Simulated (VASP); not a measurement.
The system is MgBe2SO2.

```
Mg Be S O
1.0
     3.83795    0.00000    0.00000
     0.00000    3.83795    0.00000
     0.00000    0.00000    5.16039
Mg Be S O
1 2 1 2
Direct
  0.00000 0.00000 0.50000
  0.50000 0.50000 0.25370
  0.50000 0.50000 0.74630
  0.00000 0.00000 0.00000
  0.00000 0.50000 0.00000
  0.50000 0.00000 0.00000
```

The cell was generated, and may not be a known phase.

- Program: VASP 6.6.1
- Task: relaxation of cell and atoms
- Functional: PBE
- Potentials or basis: VASP PAW PBE potentials, release 64 (Mg, Be, S, O)
- Cutoff: 600 eV
- k mesh: 10 × 10 × 8
- Occupations: gaussian, width 0.1 eV
- Spin: no spin polarisation

At the start: pressure -1.0 GPa; volume 12.67 Å³/atom.

Task: Where does the relaxation end?

Result: Over 11 steps the energy falls by 43.0 meV/atom and the volume is 12.53 Å³/atom (-1.1 %); space group P4/mmm (No. 123, to 0.1 Å) before and after.

Step by step:
| step | energy change (eV) | largest force (eV/Å) | pressure (GPa) | volume (Å³) |
| --- | --- | --- | --- | --- |
| 1 | 0.0000 | 0.5078 | -0.96 | 76.01 |
| 2 | -0.1658 | 0.3494 | -0.26 | 75.13 |
| 3 | -0.2521 | 0.0475 | 1.03 | 74.07 |
| 4 | -0.2528 | 0.0098 | 1.27 | 73.93 |
| 5 | -0.2529 | 0.0089 | 1.19 | 73.98 |
| 6 | -0.2569 | 0.0536 | -0.26 | 75.17 |
| 7 | -0.2570 | 0.0450 | -0.04 | 75.00 |
| 8 | -0.2574 | 0.0408 | -0.02 | 75.02 |
| 9 | -0.2580 | 0.0325 | 0.04 | 75.06 |
| 10 | -0.2580 | 0.0293 | 0.07 | 75.07 |
| 11 | -0.2582 | 0.0007 | -0.05 | 75.21 |

Final structure:
```yaml
crystal:
  lattice:
    - [3.96639, 0.00000, 0.00000]
    - [0.00000, 3.96639, 0.00000]
    - [0.00000, 0.00000, 4.78050]
  atoms:
    - { symbol: Mg, position: [0.00000, 0.00000, 0.50000] }
    - { symbol: Be, position: [0.50000, 0.50000, 0.26114] }
    - { symbol: Be, position: [0.50000, 0.50000, 0.73886] }
    - { symbol: S, position: [0.00000, 0.00000, 0.00000] }
    - { symbol: O, position: [0.00000, 0.50000, 0.00000] }
    - { symbol: O, position: [0.50000, 0.00000, 0.00000] }
```
